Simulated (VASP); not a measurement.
# LuAs3N4 (P1) in VASP: single point with PBEsol

Aim: the single point of LuAs3N4 with PBEsol.

Everything below comes from runs of VASP 6.6.1. Logs are shortened: lines on timing, memory, paths and dates and some standing lists are left out, and cuts for length are marked.

### 1 The cell of the first run

The typed cell holds 8 atoms: a = 4.725 Å, b = 4.730 Å, c = 4.727 Å, α = 89.05°, β = 91.17°, γ = 90.88°.

### 2 Single point, PBEsol

File INCAR:

```
PREC = Accurate
ENCUT = 700
EDIFF = 1E-6
ISMEAR = -1
SIGMA = 0.05
LREAL = F
LASPH = T
NELM = 120
ALGO = Normal
ISIF = 2
LWAVE = F
LCHARG = F
GGA = PS
NBANDS = 55
GGA_COMPAT = F
```

File KPOINTS:

```
Automatic mesh
0
Gamma
  4 4 4
```

File POSCAR:

```
LuAs3N4
1.0
    4.7249689517     -0.0365216980     -0.0484949632
   -0.0354515856      4.7293063202      0.0389993953
   -0.0474857728      0.0389637721      4.7264054063
Lu As N
1 3 4
Direct
    0.0029704529     -0.0117362639     -0.0067207844
    0.0254446574      0.4710423416      0.5122796593
    0.4848764424     -0.0349085680      0.4771642236
    0.5213465780      0.5068311696     -0.0281974994
    0.1025061651      0.0790376064      0.4827026230
    0.5137384092      0.8890380398      0.0848913197
    0.4001673957      0.5909614786      0.5969590838
    0.9136742308      0.4779470612      0.8947247066
```

Potentials or basis: VASP PAW PBE potentials, release 64 (Lu, As_d, N).

The run is started by

```sh
> cat potpaw_PBE.64/Lu/POTCAR potpaw_PBE.64/As_d/POTCAR potpaw_PBE.64/N/POTCAR > POTCAR
> mpirun -np 1 vasp_std > vasp.out
```

OUTCAR:

```text
PREC = Accurate
   ENCUT = 700
   EDIFF = 1E-6
   ISMEAR = -1
   LREAL = F
   LASPH = T
   NELM = 120
   ISIF = 2
   GGA = PS

 ion  position               nearest neighbor table
   1  0.003  0.988  0.993-   5 2.40   8 2.40   6 2.40   6 2.49   8 2.49   5 2.50   4 3.20   3 3.20
                             2 3.20
   2  0.025  0.471  0.512-   7 1.89   8 1.89   5 1.90   1 3.20
   3  0.485  0.965  0.477-   7 1.89   5 1.89   6 1.90   1 3.20
   4  0.521  0.507  0.972-   7 1.89   6 1.89   8 1.90   1 3.20
   5  0.103  0.079  0.483-   3 1.89   2 1.90   1 2.40   1 2.50
   6  0.514  0.889  0.085-   4 1.89   3 1.90   1 2.40   1 2.49
   7  0.400  0.591  0.597-   2 1.89   3 1.89   4 1.89
   8  0.914  0.478  0.895-   2 1.89   4 1.90   1 2.40   1 2.49

  LATTYP: Found a triclinic cell.
 ALAT       =     4.7268045378
 B/A-ratio  =     1.3995211089
 C/A-ratio  =     1.0005914036
 COS(alpha) =     0.0009000642
 COS(beta)  =     0.0165630594
 COS(gamma) =     0.6999790444

  Lattice vectors:

 A1 = (  -0.0474857728,   0.0389637721,   4.7264054063)
 A2 = (   4.6774831789,   0.0024420741,   4.6779104431)
 A3 = (  -0.0354515856,   4.7293063202,   0.0389993953)

Analysis of symmetry for initial positions (statically):
=====================================================================
 Subroutine PRICEL returns:
 Original cell was already a primitive cell.

 Routine SETGRP: Setting up the symmetry group for a
 triclinic supercell.

 Subroutine GETGRP returns: Found  1 space group operations
 (whereof  1 operations were pure point group operations)
 out of a pool of  2 trial point group operations.

The static configuration has the point symmetry C_1 .

Analysis of symmetry for dynamics (positions and initial velocities):
=====================================================================
 Subroutine PRICEL returns:
 Original cell was already a primitive cell.

 Routine SETGRP: Setting up the symmetry group for a
 triclinic supercell.

 Subroutine GETGRP returns: Found  1 space group operations
 (whereof  1 operations were pure point group operations)
 out of a pool of  2 trial point group operations.

The dynamic configuration has the point symmetry C_1 .

 Subroutine INISYM returns: Found  1 space group operations
[... 109 lines left out ...]
   EDIFF  = 0.1E-05   stopping-criterion for ELM
   LREAL  =      F    real-space projection
   EDIFFG = 0.1E-04   stopping-criterion for IOM
   NSW    =      0    number of steps for IOM
   IBRION =     -1    ionic relax: 0-MD 1-quasi-New 2-CG
   NFREE  =      0    steps in history (QN), initial steepest desc. (CG)
   ISIF   =      2    stress and relaxation
   ISYM   =      2    0-nonsym 1-usesym 2-fastsym
   POTIM  = 0.5000    time-step for ionic-motion
   TEBEG  =    0.0;   TEEND  =   0.0 temperature during run
   PSTRESS=    0.0 pullay stress
   NELECT =      90.0000    total number of electrons
   NUPDOWN=      -1.0000    fix difference up-down
   EMIN   =  10.00;   EMAX   =-10.00  energy-range for DOS
   EFERMI =   0.00;   METHOD = LEGACY
   ISMEAR =    -1;   SIGMA  =   0.05  broadening in eV -4-tet -1-fermi 0-gaus
   EFERMI_NEDOS =   21; number of points for ismear=-14 and -15
   IALGO  =     38    algorithm
   IMIX   =      4    mixing-type and parameters
     AMIX     =   0.40;   BMIX     =  1.00
     AMIX_MAG =   1.60;   BMIX_MAG =  1.00
  volume/ion in A,a.u.               =      13.20        89.07
  Fermi-wavevector in a.u.,A,eV,Ry     =   1.552195  2.933223 32.780629  2.409308
  Thomas-Fermi vector in A             =   2.656605
   LORBIT       =      0    0 simple, 1 ext, 2 COOP (PROOUT), +10 PAW based schemes
   GGA     = PS    functional components
   LHFCALC =     F    Hartree Fock is set to
   AEXX    =    0.0000 exact exchange contribution
   IVDW    =     0    specifies the selected vdW correction
   LEPSILON=     F    determine dielectric tensor
   LRPA    =     F    only Hartree local field effects (RPA)
 non-spin polarized calculation
  energy-cutoff  :      700.00
  volume of cell :      105.59
 maximum number of plane-waves:      4456
 NGX is ok and might be reduce to    42
   NGX = 21   NGY = 21   NGZ = 21

 number of electron      89.9999998 magnetization

 Free energy of the ion-electron system (eV)
  ---------------------------------------------------
  ext. energy  EPLUGINS =         0.00000000
  ---------------------------------------------------
  free energy    TOTEN  =       -56.76561501 eV

  energy without entropy =      -56.76561500  energy(sigma->0) =      -56.76561500

 E-fermi :   5.1286     XC(G=0): -11.8919

 val. band max:        4.1781928101   @ k =   0.0000   0.5000   0.5000
 cond. band min:       6.0271308957   @ k =  -0.2500   0.2500   0.2500
 fundamental gap:      1.8489380856
 Fermi energy:         5.1285727263

 k-point     1 :       0.0000    0.0000    0.0000
  band No.  band energies     occupation
      1     -51.3535      2.00000
      2     -31.5456      2.00000
      3     -31.5332      2.00000
      4     -31.5329      2.00000
      5     -31.5259      2.00000
      6     -31.5234      2.00000
[... 1381 lines left out ...]
     54      10.6040      0.00000
     55      10.9396      0.00000

 [... further k-points ...]

------------------------ aborting loop because EDIFF is reached ----------------------------------------

  FORCE on cell =-STRESS in cart. coord.  units (eV):
  Direction    XX          YY          ZZ          XY          YZ          ZX
  --------------------------------------------------------------------------------------
  -------------------------------------------------------------------------------------
  Total       -0.1144463     -0.1077697     -0.1201927      0.0232805     -0.0138485      0.0201818
  in kB       -1.7365360     -1.6352298     -1.8237288      0.3532431     -0.2101279      0.3062258
  external PRESSURE =      -1.7318315 kB  Pullay stress =       0.0000000 kB

 VOLUME and BASIS-vectors are now :
 -----------------------------------------------------------------------------
  energy-cutoff  :      700.00
  volume of cell :      105.59
      direct lattice vectors                 reciprocal lattice vectors
     4.724968952 -0.036521698 -0.048494963     0.211675427  0.001569320  0.002113747
    -0.035451586  4.729306320  0.038999395     0.001616863  0.211473863 -0.001727114
    -0.047485773  0.038963772  4.726405406     0.002158540 -0.001728851  0.211613219

 POSITION                                       TOTAL-FORCE (eV/Angst)
 -----------------------------------------------------------------------------------
     -0.06817      4.71240      4.73304         0.002727     -0.002729     -0.002950
      0.07920      2.24673      2.43838         0.022752     -0.014363      0.019708
      2.23415      4.56510      2.26940        -0.021333     -0.021581     -0.013909
      2.39923      2.41578      4.58762         0.013542      0.019668     -0.023107
      0.45861      0.38886      2.27956         0.040306      0.028812      0.008118
      2.39185      4.18908      0.41099        -0.007067     -0.039949      0.029089
      1.84148      2.80348      2.82511        -0.022055      0.022571      0.022753
      4.25765      2.26185      4.20316        -0.028872      0.007570     -0.039703
 -----------------------------------------------------------------------------------
    total drift:                               -0.001021     -0.000294      0.000007

  FREE ENERGIE OF THE ION-ELECTRON SYSTEM (eV)
  ---------------------------------------------------
  free  energy   TOTEN  =       -56.7656150056 eV

  energy  without entropy=      -56.7656150034  energy(sigma->0) =      -56.76561500
```

Run time: 5.5 min. Hardware: 1 thread of Intel Xeon Platinum 8488C (Sapphire Rapids), shared host; peak memory 0.44 GiB.

What came out:

```yaml
Free_energy: -56.7656 eV
Pressure: -0.2 GPa
Largest_force: 0.050 eV/Å
Band_gap_on_the_k_mesh: 1.85 eV (least direct gap 2.29 eV)
```

Forces on the atoms (eV/Å):
```
Lu   0.003 -0.003 -0.003
As   0.023 -0.014  0.020
As  -0.021 -0.022 -0.014
As   0.014  0.020 -0.023
N    0.040  0.029  0.008
N   -0.007 -0.040  0.029
N   -0.022  0.023  0.023
N   -0.029  0.008 -0.040
```

Caveat: the PAW data sets were made with another functional, which shifts forces and pressure a little; spin-orbit coupling is left out, which moves the levels of the heavy elements. A k mesh can miss the band edges.
